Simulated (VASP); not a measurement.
# PbS (I4mm) in VASP: relaxation of cell and atoms with PBE

Aim: the relaxation of cell and atoms of PbS with PBE.

Program: VASP 6.6.1. These are calculated values, not measurements. Logs are shortened: lines on timing, memory, paths and dates and some standing lists are left out, and cuts for length are marked.

**1. The cell of the first run**

Symmetry: I4mm, No. 107, tetragonal system. The conventional cell has a = 4.249 Å, b = 4.249 Å, c = 6.011 Å, α = 90.00°, β = 90.00°, γ = 90.00°. Within 3.9 Å of Pb (site symmetry 4mm) lie 6 S at 2.99 to 3.02 Å. S (site symmetry 4mm) has 6 Pb at 2.99 to 3.02 Å within 3.9 Å.

**2. Relaxation of cell and atoms, PBE**

INCAR

```
PREC = Accurate ; ENCUT = 600
EDIFF = 1E-6 ; ISMEAR = 0
SIGMA = 0.02 ; LREAL = F
LASPH = T ; NELM = 100
ALGO = Normal ; ISIF = 3
LWAVE = F ; LCHARG = F
GGA = PE ; IBRION = 2
NSW = 100 ; EDIFFG = -0.01
```

KPOINTS

```
regular mesh
0
Gamma
  12 12 12
```

POSCAR

```
PbS
1.0
   -2.1242513528      2.1242513528      3.0053259261
    2.1242513528     -2.1242513528      3.0053259261
    2.1242513528      2.1242513528     -3.0053259261
Pb S
1 1
Direct
    0.5017721647      0.5017721647      0.0000000000
    0.9987970315      0.9987970315      0.0000000000
```

Potentials or basis: VASP PAW PBE potentials, release 64 (Pb_d, S).

On the command line:

```console
cat potpaw_PBE.64/Pb_d/POTCAR potpaw_PBE.64/S/POTCAR > POTCAR
mpirun -np 1 vasp_std > vasp.out
```

OUTCAR:

```text
PREC = Accurate
   ENCUT = 600
   EDIFF = 1E-6
   ISMEAR = 0
   LREAL = F
   LASPH = T
   NELM = 100
   ISIF = 3
   GGA = PE
   IBRION = 2
   NSW = 100
   EDIFFG = -0.01

 ion  position               nearest neighbor table
   1  0.502  0.502  0.000-   2 2.99   2 3.00   2 3.00   2 3.00   2 3.00   2 3.02
   2  0.999  0.999  0.000-   1 2.99   1 3.00   1 3.00   1 3.00   1 3.00   1 3.02

  LATTYP: Found a body centered tetragonal cell.
 ALAT       =     4.2485027056
 C/A-ratio  =     1.4147694538

  Lattice vectors:

 A1 = (  -2.1242513528,   2.1242513528,   3.0053259261)
 A2 = (   2.1242513528,  -2.1242513528,   3.0053259261)
 A3 = (   2.1242513528,   2.1242513528,  -3.0053259261)

Analysis of symmetry for initial positions (statically):
=====================================================================
 Subroutine PRICEL returns:
 Original cell was already a primitive cell.

 Routine SETGRP: Setting up the symmetry group for a
 body centered tetragonal supercell.

 Subroutine GETGRP returns: Found  8 space group operations
 (whereof  8 operations were pure point group operations)
 out of a pool of 16 trial point group operations.

The static configuration has the point symmetry C_4v.

Analysis of symmetry for dynamics (positions and initial velocities):
=====================================================================
 Subroutine PRICEL returns:
 Original cell was already a primitive cell.

 Routine SETGRP: Setting up the symmetry group for a
 body centered tetragonal supercell.

 Subroutine GETGRP returns: Found  8 space group operations
 (whereof  8 operations were pure point group operations)
 out of a pool of 16 trial point group operations.

The dynamic configuration has the point symmetry C_4v.

 Subroutine INISYM returns: Found  8 space group operations
 (whereof  8 operations are pure point group operations),
 and found     1 'primitive' translations

----------------------------------------------------------------------------------------

                                     Primitive cell

  volume of cell :      54.2455

  direct lattice vectors                    reciprocal lattice vectors
    -2.124251353  2.124251353  3.005325926     0.000000000  0.235377042  0.166371306
     2.124251353 -2.124251353  3.005325926     0.235377042  0.000000000  0.166371306
     2.124251353  2.124251353 -3.005325926     0.235377042  0.235377042  0.000000000

  length of vectors
     4.249337777  4.249337777  4.249337777     0.288239073  0.288239073  0.332873405
[... 94 lines left out ...]
   EMIN   =  10.00;   EMAX   =-10.00  energy-range for DOS
   EFERMI =   0.00;   METHOD = LEGACY
   ISMEAR =     0;   SIGMA  =   0.02  broadening in eV -4-tet -1-fermi 0-gaus
   EFERMI_NEDOS =   21; number of points for ismear=-14 and -15
   IALGO  =     38    algorithm
   IMIX   =      4    mixing-type and parameters
     AMIX     =   0.40;   BMIX     =  1.00
     AMIX_MAG =   1.60;   BMIX_MAG =  1.00
  volume/ion in A,a.u.               =      27.12       183.03
  Fermi-wavevector in a.u.,A,eV,Ry     =   1.173898  2.218346 18.749326  1.378037
  Thomas-Fermi vector in A             =   2.310304
   LORBIT       =      0    0 simple, 1 ext, 2 COOP (PROOUT), +10 PAW based schemes
   GGA     = PE    functional components
   LHFCALC =     F    Hartree Fock is set to
   AEXX    =    0.0000 exact exchange contribution
   IVDW    =     0    specifies the selected vdW correction
   LEPSILON=     F    determine dielectric tensor
   LRPA    =     F    only Hartree local field effects (RPA)
 conjugate gradient relaxation of ions
 non-spin polarized calculation
 Gauss-broadening in eV      SIGMA  =   0.02
  energy-cutoff  :      600.00
  volume of cell :       54.25
 maximum number of plane-waves:      1837
 NGX is ok and might be reduce to    36
   NGX = 17   NGY = 17   NGZ = 17

 number of electron      19.9999999 magnetization

 Free energy of the ion-electron system (eV)
  ---------------------------------------------------
  ext. energy  EPLUGINS =         0.00000000
  ---------------------------------------------------
  free energy    TOTEN  =        -8.76960406 eV

  energy without entropy =       -8.76960406  energy(sigma->0) =       -8.76960406

 E-fermi :   5.3956     XC(G=0):  -9.4999

 val. band max:        5.2788735440   @ k =   0.5000   0.0000  -0.0000
 cond. band min:       5.7810580526   @ k =   0.5000   0.0000  -0.0000
 fundamental gap:      0.5021845086
 Fermi energy:         5.3956110200

 k-point     1 :       0.0000    0.0000    0.0000
  band No.  band energies     occupation
      1     -11.4475      2.00000
      2     -11.4475      2.00000
      3     -11.4475      2.00000
      4     -11.4303      2.00000
      5     -11.4300      2.00000
      6      -7.9342      2.00000
      7      -0.7871      2.00000
      8       3.3364      2.00000
      9       3.3364      2.00000
     10       3.3387      2.00000
     11      10.4100      0.00000
     12      10.4157      0.00000
     13      10.4157      0.00000
     14      12.1497      0.00000
[... 377 lines left out ...]
      1     -11.4773      2.00000
      2     -11.4461      2.00000
      3     -11.4411      2.00000
      4     -11.4193      2.00000
      5     -11.4045      2.00000
      6      -6.9104      2.00000
      7      -2.6908      2.00000
      8       2.8252      2.00000
      9       2.9867      2.00000
     10       3.8381      2.00000
     11       7.3705      0.00000
     12       8.7565      0.00000
     13       8.8009      0.00000
     14      11.8453      0.00000

 [... further k-points ...]

------------------------ aborting loop because EDIFF is reached ----------------------------------------

  FORCE on cell =-STRESS in cart. coord.  units (eV):
  Direction    XX          YY          ZZ          XY          YZ          ZX
  --------------------------------------------------------------------------------------
  -------------------------------------------------------------------------------------
  Total       -0.0014831     -0.0014831     -0.0121779      0.0000000      0.0000000      0.0000000
  in kB       -0.0438029     -0.0438029     -0.3596831      0.0000000      0.0000000      0.0000000
  external PRESSURE =      -0.1490963 kB  Pullay stress =       0.0000000 kB

 VOLUME and BASIS-vectors are now :
 -----------------------------------------------------------------------------
  energy-cutoff  :      600.00
  volume of cell :       54.25
      direct lattice vectors                 reciprocal lattice vectors
    -2.124251353  2.124251353  3.005325926     0.000000000  0.235377042  0.166371306
     2.124251353 -2.124251353  3.005325926     0.235377042  0.000000000  0.166371306
     2.124251353  2.124251353 -3.005325926     0.235377042  0.235377042  0.000000000

 POSITION                                       TOTAL-FORCE (eV/Angst)
 -----------------------------------------------------------------------------------
      0.00000      0.00000      3.01598        -0.000000     -0.000000     -0.003256
      0.00000      0.00000      6.00342         0.000000      0.000000      0.003256
 -----------------------------------------------------------------------------------
    total drift:                                0.000000      0.000000      0.000050

  FREE ENERGIE OF THE ION-ELECTRON SYSTEM (eV)
  ---------------------------------------------------
  free  energy   TOTEN  =        -8.7696040638 eV

  energy  without entropy=       -8.7696040638  energy(sigma->0) =       -8.76960406

 reached required accuracy - stopping structural energy minimisation
```

Wall time 3.4 min (1 thread of Oxide Virtual Turin-like, shared host); peak memory 0.28 GiB.

Results:

```yaml
Free_energy: -8.7696 eV
Pressure_after_relaxing: 0.0 GPa
Largest_force_after_relaxing: 0.003 eV/Å
Band_gap_on_the_k_mesh: 0.50 eV
```

Forces in eV/Å, atoms in the order of the input:
```
Pb   0.000  0.000 -0.003
S    0.000  0.000  0.003
```

Final structure:
```
Pb S
1.0
    -2.12425    2.12425    3.00533
     2.12425   -2.12425    3.00533
     2.12425    2.12425   -3.00533
Pb S
1 1
Cartesian
  0.0000 0.0000 3.0160
  0.0000 0.0000 6.0034
```

Caveat: the relaxation stopped at its first step, so nothing moved; spin-orbit coupling is left out, which moves the levels of the heavy elements. A k mesh can miss the band edges.
